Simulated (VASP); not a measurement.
**Co: single point with r2SCAN**

Crystal: Co.

```
CELL_PARAMETERS angstrom
2.47152 0.00000 0.00000
-1.23576 2.14040 0.00000
0.00000 0.00000 4.02711
ATOMIC_POSITIONS crystal
Co 0.33333 0.66667 0.25000
Co 0.66667 0.33333 0.75000
```

```
Program             : VASP 6.6.1
Task                : single point
Functional          : r2SCAN
Potentials or basis : VASP PAW PBE potentials, release 64 (Co)
Cutoff              : 520 eV
k mesh              : 14 × 14 × 8
Occupations         : fermi-dirac, width 0.05 eV
Spin                : collinear spin, ferromagnetic start
Starting moments    : [1.7, 1.7] μB
```

```
Pressure                                              : -0.1 GPa
Net moment                                            : 3.55 μB per cell
Site moments                                          : Co +1.83 μB
Valence electrons inside the program's atomic spheres : Co 8.33
```

Stress tensor (GPa, compression positive):
```
 0.02  0.00  0.00
 0.00  0.02  0.00
 0.00  0.00 -0.20
```

Levels at points of the mesh, in eV from the Fermi level:
Spin up:
```
           k point  band 7  band 8  band 9  band 10  band 11  band 12  band 13  band 14  band 15  band 16
(0.00, 0.00, 0.00)   -3.08   -2.73   -2.73    -1.64    -1.64    -0.33     6.22    22.95    25.75    25.75
(0.50, 0.00, 0.00)   -2.96   -1.45   -1.43    -1.31     0.94     3.15     9.87    10.65    12.86    14.37
(0.00, 0.00, 0.50)   -3.45   -3.45   -1.96    -1.96    -1.96    -1.96    15.29    15.29    23.73    23.73
(0.50, 0.00, 0.50)   -1.77   -1.77   -1.37    -1.37     1.46     1.46     7.30     7.30    19.17    19.17
```
Spin down:
| k point | band 4 | band 5 | band 6 | band 7 | band 8 | band 9 | band 10 | band 11 |
| --- | --- | --- | --- | --- | --- | --- | --- | --- |
| (0.00, 0.00, 0.00) | -0.89 | -0.89 | -0.84 | -0.50 | -0.50 | 0.04 | 0.04 | 1.32 |
| (0.50, 0.00, 0.00) | -2.32 | -1.07 | -0.99 | -0.63 | 1.44 | 1.59 | 1.61 | 2.67 |
| (0.00, 0.00, 0.50) | -1.69 | -0.94 | -0.94 | -0.94 | -0.94 | 0.96 | 0.96 | 0.96 |
| (0.50, 0.00, 0.50) | -2.57 | 0.04 | 0.04 | 0.13 | 0.13 | 1.55 | 1.55 | 2.22 |

Run time: 4.9 min on 1 thread of Intel(R) Xeon(R) Platinum 8259CL CPU @ 2.50GHz (Skylake/Cascade Lake), with other jobs on the host, peak memory 0.19 GiB.

Caveat: the PAW data sets were made with another functional, which shifts forces and pressure a little.
